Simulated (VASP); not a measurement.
A run of VASP 6.6.1 is set up as follows.

The input POSCAR:

```
HfO2
1.0
    3.6841290612      0.0000000000      0.0000000000
    0.0000000000      3.6841290612      0.0000000000
    0.0000000000      0.0000000000      5.1090258190
Hf O
2 4
Direct
    0.5000000000      0.5000000000      0.5000000000
    0.0000000000      0.0000000000      0.0000000000
    0.0000000000      0.5000000000      0.6942014768
    0.5000000000      0.0000000000      0.8057985232
    0.5000000000      0.0000000000      0.3057985232
    0.0000000000      0.5000000000      0.1942014768
```

Contents of INCAR.step1:

```
SYSTEM = HfO2
ALGO = Normal
EDIFF = 1E-4
ENCUT = 520
GGA = PE
ISMEAR = 0
LASPH = .True.
LCHARG = .False.
LREAL = .False.
LWAVE = .True.
NBANDS = 31
NELM = 60
PREC = Accurate
SIGMA = 0.02
```

Contents of INCAR.step2:

```
SYSTEM = HfO2
ALGO = Normal
EDIFF = 1E-6
ENCUT = 520
ISIF = 2
ISMEAR = 0
ISTART = 1
LASPH = .True.
LCHARG = .False.
LMIXTAU = .True.
LREAL = .False.
LWAVE = .False.
METAGGA = R2SCAN
NBANDS = 31
NELM = 60
PREC = Accurate
SIGMA = 0.02
```

KPOINTS

```
k-points
0
Gamma
  6 6 6
  0 0 0
```

Potentials or basis: VASP PAW PBE potentials, release 64 (Hf_pv, O).

The run is started by

```bash
$ cat potpaw_PBE.64/Hf_pv/POTCAR potpaw_PBE.64/O/POTCAR > POTCAR
$ cp INCAR.step1 INCAR
$ mpirun -np 1 vasp_std > vasp.out
$ cp INCAR.step2 INCAR
$ mpirun -np 1 vasp_std > vasp.out
```

Task: Predict the largest force.

Result: 0.070 eV/Å.

Task: What does it give for the band gap on the k mesh?

Result: 4.56 eV, indirect (least direct gap 4.62 eV).

Task: Predict the pressure.

Result: -13.6 GPa.

Forces on the atoms (eV/Å):
```
Hf   0.000  0.000  0.000
Hf   0.000  0.000  0.000
O    0.000  0.000 -0.070
O    0.000  0.000  0.070
O    0.000  0.000  0.070
O    0.000  0.000 -0.070
```

Caveat: the cell differs from its parent crystal (biaxial strain in the a-b plane: +3.0 %); the PAW data sets were made with another functional, which shifts forces and pressure a little; spin-orbit coupling is left out, which moves the levels of the heavy elements. A k mesh can miss the band edges.
